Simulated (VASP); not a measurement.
Write the native input for VASP 6.6.1 that does the following.

* Task: single point
* Functional: PBE
* Potentials or basis: VASP PAW PBE potentials, release 64 (W_sv, C_h)
* Cutoff: 1300 eV
* k mesh: 12 × 12 × 12
* Occupations: gaussian, width 0.15 eV
* Spin: no spin polarisation
* Dipole correction: no
* Further INCAR settings: ALGO = Normal; EDIFF = 1e-06; NBANDS = 16

The structure of WC lies in POSCAR:

```
WC
1.0
    2.9217716511      0.0000000000      0.0000000000
   -1.4608858255      2.5303284739      0.0000000000
    0.0000000000      0.0000000000      2.8470758830
W C
1 1
Direct
    0.0000000000      0.0000000000      0.0000000000
    0.6666666667      0.3333333333      0.5000000000
```

One way to write it, as run:

INCAR

```
PREC     = Accurate       # precision mode
ENCUT    = 1300           # plane-wave cutoff, eV
EDIFF    = 1E-6           # SCF threshold, eV
ISMEAR   = 0              # smearing method
SIGMA    = 0.15           # smearing width, eV
LREAL    = F              # projectors in reciprocal space
LASPH    = T              # aspherical terms in the spheres
NELM     = 120            # most SCF steps
ALGO     = Normal         # electronic algorithm
ISIF     = 2              # what is computed and relaxed
LWAVE    = F              # write WAVECAR
LCHARG   = F              # write CHGCAR
GGA      = PE             # functional
NBANDS   = 16             # bands
GGA_COMPAT= F
```

KPOINTS

```
regular mesh
0
Gamma
  12 12 12
```

Potentials or basis: VASP PAW PBE potentials, release 64 (W_sv, C_h).

Command:

```console
$ cat potpaw_PBE.64/W_sv/POTCAR potpaw_PBE.64/C_h/POTCAR > POTCAR
$ mpirun -np 1 vasp_std > vasp.out
```

It gave:

```json
{
  "Pressure": "1.0 GPa",
  "Band gap on the k mesh": "zero (bands 9 and 10 overlap by 1.20 eV)"
}
```

Caveat: spin-orbit coupling is left out, which moves the levels of the heavy elements.

Wall time 46 s on 1 thread of Intel(R) Xeon(R) 6975P-C (Granite Rapids), with other jobs on the host, peak memory 0.34 GiB.
